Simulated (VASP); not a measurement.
# Nb5N (P6/mmm) in VASP: further runs

The runs below take Nb5N through single point, relaxation of cell and atoms, with PBE.

All numbers are computed with VASP 6.6.1; they aren't measurements. Logs are shortened: lines on timing, memory, paths and dates and some standing lists are left out, and cuts for length are marked.

## Step 1: The cell of the first run

The structure is hexagonal, space group P6/mmm (No. 191). The conventional cell has a = 5.049 Å, b = 5.049 Å, c = 5.188 Å, α = 90.00°, β = 90.00°, γ = 120.00°. Within 3.8 Å of Nb (site symmetry -6m2) lie 3 N at 2.92 Å and 9 Nb at 2.92 to 2.98 Å. Nb (site symmetry mmm) has 8 Nb at 2.52 to 2.98 Å within 3.3 Å. Within 3.8 Å of N (site symmetry 6/mmm) lie 18 Nb at 2.92 to 3.62 Å.

The cell was generated, and may not be a known phase.

## Step 2: Single point, PBE

INCAR

```
SYSTEM = Nb5N
  PREC = Accurate
  ENCUT = 520
  EDIFF = 1E-7
  ISMEAR = 0
  SIGMA = 0.1
  LREAL = .False.
  LASPH = .True.
  NELM = 100
  ALGO = Normal
  ISIF = 2
  LWAVE = .False.
  LCHARG = .True.
  GGA = PE
  LELF = .True.
  LVHAR = .True.
  NBANDS = 44
```

KPOINTS

```
regular mesh
0
Gamma
  6 6 4
  0 0 0
```

POSCAR

```
Nb5N
1.0
    5.0493419834      0.0000000028      0.0000000000
   -2.5246709941      4.3728584287      0.0000000000
    0.0000000000      0.0000000000      5.1879392307
Nb N
5 1
Direct
    0.3333333333      0.6666666667      0.0000000000
    0.6666666667      0.3333333333      0.0000000000
    0.5000000000      0.0000000000      0.5000000000
    0.5000000000      0.5000000000      0.5000000000
    0.0000000000      0.5000000000      0.5000000000
    0.0000000000      0.0000000000      0.0000000000
```

Potentials or basis: VASP PAW PBE potentials, release 64 (Nb_sv, N).

Run with:

```
$ cat potpaw_PBE.64/Nb_sv/POTCAR potpaw_PBE.64/N/POTCAR > POTCAR
$ mpirun -np 1 vasp_std > vasp.out
```

OUTCAR:

```text
SYSTEM = Nb5N
   PREC = Accurate
   ENCUT = 520
   EDIFF = 1E-7
   ISMEAR = 0
   LREAL = .False.
   LASPH = .True.
   NELM = 100
   ISIF = 2
   GGA = PE

 ion  position               nearest neighbor table
   1  0.333  0.667  0.000-   2 2.92   2 2.92   2 2.92   5 2.98   5 2.98   3 2.98   3 2.98   4 2.98
                             4 2.98
   2  0.667  0.333  0.000-   1 2.92   1 2.92   1 2.92   5 2.98   5 2.98   3 2.98   3 2.98   4 2.98
                             4 2.98
   3  0.500  0.000  0.500-   4 2.52   4 2.52   5 2.52   5 2.52   1 2.98   2 2.98   1 2.98   2 2.98

   4  0.500  0.500  0.500-   5 2.52   5 2.52   3 2.52   3 2.52   1 2.98   2 2.98   1 2.98   2 2.98

   5  0.000  0.500  0.500-   4 2.52   4 2.52   3 2.52   3 2.52   1 2.98   2 2.98   1 2.98   2 2.98

   6  0.000  0.000  0.000-

  LATTYP: Found a hexagonal cell.
 ALAT       =     5.0493419834
 C/A-ratio  =     1.0274485760

  Lattice vectors:

 A1 = (   5.0493419834,   0.0000000028,   0.0000000000)
 A2 = (  -2.5246709941,   4.3728584287,   0.0000000000)
 A3 = (   0.0000000000,   0.0000000000,   5.1879392307)

Analysis of symmetry for initial positions (statically):
=====================================================================
 Subroutine PRICEL returns:
 Original cell was already a primitive cell.

 Routine SETGRP: Setting up the symmetry group for a
 hexagonal supercell.

 Subroutine GETGRP returns: Found 24 space group operations
 (whereof 24 operations were pure point group operations)
 out of a pool of 24 trial point group operations.

The static configuration has the point symmetry D_6h.

Analysis of symmetry for dynamics (positions and initial velocities):
=====================================================================
 Subroutine PRICEL returns:
 Original cell was already a primitive cell.

 Routine SETGRP: Setting up the symmetry group for a
 hexagonal supercell.

 Subroutine GETGRP returns: Found 24 space group operations
 (whereof 24 operations were pure point group operations)
 out of a pool of 24 trial point group operations.

The dynamic configuration has the point symmetry D_6h.

 Subroutine INISYM returns: Found 24 space group operations
 (whereof 24 operations are pure point group operations),
 and found     1 'primitive' translations

----------------------------------------------------------------------------------------

                                     Primitive cell

  volume of cell :     114.5500

  direct lattice vectors                    reciprocal lattice vectors
     5.049341983  0.000000003  0.000000000     0.198045607  0.114341685  0.000000000
    -2.524670994  4.372858429  0.000000000    -0.000000000  0.228683369  0.000000000
     0.000000000  0.000000000  5.187939231     0.000000000  0.000000000  0.192754764

  length of vectors
     5.049341983  5.049341983  5.187939231     0.228683369  0.228683369  0.192754764

  position of ions in fractional coordinates (direct lattice)
     0.333333333  0.666666667  0.000000000
     0.666666667  0.333333333  0.000000000
     0.500000000  1.000000000  0.500000000
     0.500000000  0.500000000  0.500000000
     0.000000000  0.500000000  0.500000000
     0.000000000  0.000000000  0.000000000

  ion indices of the primitive-cell ions
   primitive index   ion index
                 1           1
                 2           2
                 3           3
                 4           4
                 5           5
                 6           6

----------------------------------------------------------------------------------------

 KPOINTS: regular mesh

Automatic generation of k-mesh.
 Grid dimensions read from file:
 generate k-points for:    6    6    4

 Generating k-lattice:

  Cartesian coordinates                     Fractional coordinates (reciprocal lattice)
     0.033007601  0.019056947  0.000000000     0.166666667  0.000000000  0.000000000
    -0.000000000  0.038113895  0.000000000    -0.000000000  0.166666667  0.000000000
     0.000000000  0.000000000  0.048188691     0.000000000  0.000000000  0.250000000

  Length of vectors
     0.038113895  0.038113895  0.048188691

  Shift w.r.t. Gamma in fractional coordinates (k-lattice)
     0.000000000  0.000000000  0.000000000

 Subroutine IBZKPT returns following result:
 ===========================================

 Found     21 irreducible k-points:

 Following reciprocal coordinates:
            Coordinates               Weight
  0.000000  0.000000  0.000000      1.000000
  0.166667 -0.000000  0.000000      6.000000
  0.333333 -0.000000  0.000000      6.000000
  0.500000 -0.000000  0.000000      3.000000
  0.166667  0.166667  0.000000      6.000000
  0.333333  0.166667  0.000000     12.000000
[... 13 lines left out ...]
  0.333333  0.166667  0.500000     12.000000
  0.333333  0.333333  0.500000      2.000000
   k-points           NKPTS =     21   k-points in BZ     NKDIM =     21   number of bands    NBANDS=     44
   number of dos      NEDOS =    301   number of ions     NIONS =      6
   total plane-waves  NPLWV =  64000
   dimension x,y,z NGX =    40 NGY =   40 NGZ =   40
   dimension x,y,z NGXF=    80 NGYF=   80 NGZF=   80
   ions per type =               5   1
   NGX,Y,Z   is equivalent  to a cutoff of  13.17, 13.17, 12.82 a.u.
   NGXF,Y,Z  is equivalent  to a cutoff of  26.34, 26.34, 25.64 a.u.
 SYSTEM =  Nb5N
   PREC   = accura    normal or accurate (medium, high low for compatibility)
   ISTART =      0    job   : 0-new  1-cont  2-samecut
   ICHARG =      2    charge: 1-file 2-atom 10-const
   ISPIN  =      1    spin polarized calculation?
   LNONCOLLINEAR =      F non collinear calculations
   LSORBIT =      F    spin-orbit coupling
   LASPH  =      T    aspherical Exc in radial PAW
   ENCUT  =  520.0 eV  38.22 Ry    6.18 a.u.   9.39  9.39  9.65*2*pi/ulx,y,z
   NELM   =    100;   NELMIN=  2; NELMDL= -5     # of ELM steps
   EDIFF  = 0.1E-06   stopping-criterion for ELM
   LREAL  =      F    real-space projection
   EDIFFG = 0.1E-05   stopping-criterion for IOM
   NSW    =      0    number of steps for IOM
   IBRION =     -1    ionic relax: 0-MD 1-quasi-New 2-CG
   NFREE  =      0    steps in history (QN), initial steepest desc. (CG)
   ISIF   =      2    stress and relaxation
   ISYM   =      2    0-nonsym 1-usesym 2-fastsym
   POTIM  = 0.5000    time-step for ionic-motion
   TEBEG  =    0.0;   TEEND  =   0.0 temperature during run
   PSTRESS=    0.0 pullay stress
   NELECT =      70.0000    total number of electrons
   NUPDOWN=      -1.0000    fix difference up-down
   EMIN   =  10.00;   EMAX   =-10.00  energy-range for DOS
   EFERMI =   0.00;   METHOD = LEGACY
   ISMEAR =     0;   SIGMA  =   0.10  broadening in eV -4-tet -1-fermi 0-gaus
   EFERMI_NEDOS =   21; number of points for ismear=-14 and -15
   IALGO  =     38    algorithm
   IMIX   =      4    mixing-type and parameters
     AMIX     =   0.40;   BMIX     =  1.00
     AMIX_MAG =   1.60;   BMIX_MAG =  1.00
  volume/ion in A,a.u.               =      19.09       128.84
  Fermi-wavevector in a.u.,A,eV,Ry     =   1.389235  2.625274 26.258901  1.929975
  Thomas-Fermi vector in A             =   2.513285
   LORBIT       =      0    0 simple, 1 ext, 2 COOP (PROOUT), +10 PAW based schemes
   GGA     = PE    functional components
   LHFCALC =     F    Hartree Fock is set to
   AEXX    =    0.0000 exact exchange contribution
   IVDW    =     0    specifies the selected vdW correction
   LEPSILON=     F    determine dielectric tensor
   LRPA    =     F    only Hartree local field effects (RPA)
 non-spin polarized calculation
 Gauss-broadening in eV      SIGMA  =   0.10
  energy-cutoff  :      520.00
  volume of cell :      114.55
 maximum number of plane-waves:      3122
 NGX is ok and might be reduce to    40
   NGX = 19   NGY = 19   NGZ = 19

 number of electron      69.9999998 magnetization

 Free energy of the ion-electron system (eV)
  ---------------------------------------------------
  ext. energy  EPLUGINS =         0.00000000
  ---------------------------------------------------
  free energy    TOTEN  =       -50.44944000 eV

  energy without entropy =      -50.42121603  energy(sigma->0) =      -50.43532802

 E-fermi :   8.5796     XC(G=0): -11.4373

 val. band max:        8.5776404501   @ k =   0.1667   0.1667   0.5000
 cond. band min:       8.5815670847   @ k =   0.3333  -0.0000   0.5000
 fundamental gap:      0.0039266346
 Fermi energy:         8.5795926731

 k-point     1 :       0.0000    0.0000    0.0000
  band No.  band energies     occupation
      1     -46.1680      2.00000
      2     -45.9995      2.00000
      3     -45.9756      2.00000
      4     -45.4248      2.00000
      5     -45.4248      2.00000
      6     -23.8635      2.00000
[... 36 lines left out ...]
     43      11.6179      0.00000
     44      11.6255      0.00000

 k-point     2 :       0.1667   -0.0000    0.0000
  band No.  band energies     occupation
      1     -46.1535      2.00000
      2     -46.0076      2.00000
      3     -45.9496      2.00000
      4     -45.4615      2.00000
      5     -45.4252      2.00000
      6     -23.7141      2.00000
[... 36 lines left out ...]
     43      11.5195      0.00000
     44      11.5521      0.00000

 k-point     3 :       0.3333   -0.0000    0.0000
  band No.  band energies     occupation
      1     -46.1212      2.00000
      2     -46.0290      2.00000
      3     -45.8764      2.00000
      4     -45.5544      2.00000
      5     -45.4259      2.00000
      6     -23.3706      2.00000
[... 36 lines left out ...]
     43      11.0106      0.00000
     44      11.1886      0.00000

 k-point     4 :       0.5000   -0.0000    0.0000
  band No.  band energies     occupation
      1     -46.0990      2.00000
      2     -46.0466      2.00000
      3     -45.8127      2.00000
      4     -45.6271      2.00000
      5     -45.4263      2.00000
      6     -23.1873      2.00000
[... 741 lines left out ...]
     43      11.4774      0.00000
     44      11.8996      0.00000

 k-point    20 :       0.3333    0.1667    0.5000
  band No.  band energies     occupation
      1     -46.0824      2.00000
      2     -46.0410      2.00000
      3     -45.8306      2.00000
      4     -45.6325      2.00000
      5     -45.4265      2.00000
      6     -23.1717      2.00000
[... 36 lines left out ...]
     43      11.2627      0.00000
     44      11.8236      0.00000

 k-point    21 :       0.3333    0.3333    0.5000
  band No.  band energies     occupation
      1     -46.0618      2.00000
      2     -46.0618      2.00000
      3     -45.7325      2.00000
      4     -45.7325      2.00000
      5     -45.4270      2.00000
      6     -22.7633      2.00000
[... 36 lines left out ...]
     43      11.3456      0.00000
     44      11.3706      0.00000

------------------------ aborting loop because EDIFF is reached ----------------------------------------

  FORCE on cell =-STRESS in cart. coord.  units (eV):
  Direction    XX          YY          ZZ          XY          YZ          ZX
  --------------------------------------------------------------------------------------
  -------------------------------------------------------------------------------------
  Total       -0.0924203     -0.0924203     -0.1711284     -0.0000000      0.0000000      0.0000000
  in kB       -1.2926551     -1.2926551     -2.3935223     -0.0000000      0.0000000      0.0000000
  external PRESSURE =      -1.6596109 kB  Pullay stress =       0.0000000 kB

 VOLUME and BASIS-vectors are now :
 -----------------------------------------------------------------------------
  energy-cutoff  :      520.00
  volume of cell :      114.55
      direct lattice vectors                 reciprocal lattice vectors
     5.049341983  0.000000003  0.000000000     0.198045607  0.114341685  0.000000000
    -2.524670994  4.372858429  0.000000000    -0.000000000  0.228683369  0.000000000
     0.000000000  0.000000000  5.187939231     0.000000000  0.000000000  0.192754764

 POSITION                                       TOTAL-FORCE (eV/Angst)
 -----------------------------------------------------------------------------------
     -0.00000      2.91524      0.00000         0.000000      0.000000      0.000000
      2.52467      1.45762      0.00000        -0.000000     -0.000000      0.000000
      2.52467      0.00000      2.59397        -0.000000      0.000000      0.000000
      1.26234      2.18643      2.59397        -0.000000      0.000000      0.000000
     -1.26234      2.18643      2.59397        -0.000000      0.000000      0.000000
      0.00000      0.00000      0.00000        -0.000000      0.000000      0.000000
 -----------------------------------------------------------------------------------
    total drift:                               -0.000000     -0.000000     -0.000000

  FREE ENERGIE OF THE ION-ELECTRON SYSTEM (eV)
  ---------------------------------------------------
  free  energy   TOTEN  =       -50.4494400025 eV

  energy  without entropy=      -50.4212160332  energy(sigma->0) =      -50.43532802
```

Run time: 2.3 min. Hardware: 1 thread of Intel Xeon Platinum 8488C (Sapphire Rapids), shared host; peak memory 0.27 GiB.

Results:

```yaml
Free_energy: -50.4494 eV
Pressure: -0.2 GPa
Band_gap_on_the_k_mesh: zero (bands 35 and 36 overlap by 0.89 eV)
```

Stress tensor (GPa, compression positive):
```
-0.13  0.00  0.00
 0.00 -0.13  0.00
 0.00  0.00 -0.24
```

Levels at points of the mesh, in eV from the Fermi level:
| k point | band 31 | band 32 | band 33 | band 34 | band 35 | band 36 | band 37 | band 38 | band 39 | band 40 |
| --- | --- | --- | --- | --- | --- | --- | --- | --- | --- | --- |
| (0.00, 0.00, 0.00) | -1.72 | -1.67 | -0.64 | -0.64 | -0.42 | -0.42 | -0.10 | 0.38 | 2.97 | 2.98 |
| (0.50, 0.00, 0.00) | -0.92 | -0.61 | -0.50 | -0.48 | 0.18 | 0.31 | 0.67 | 0.74 | 0.78 | 1.35 |
| (0.00, 0.00, 0.50) | -1.59 | -1.25 | -0.33 | -0.06 | -0.06 | 0.31 | 0.31 | 0.45 | 1.25 | 1.25 |
| (0.50, 0.00, 0.50) | -1.17 | -0.90 | -0.45 | -0.07 | 0.47 | 0.51 | 0.96 | 1.08 | 1.12 | 1.18 |

(Continued in part 2 of 2.)

The gap in the log of VASP goes by the Fermi energy; the results here count the filled bands.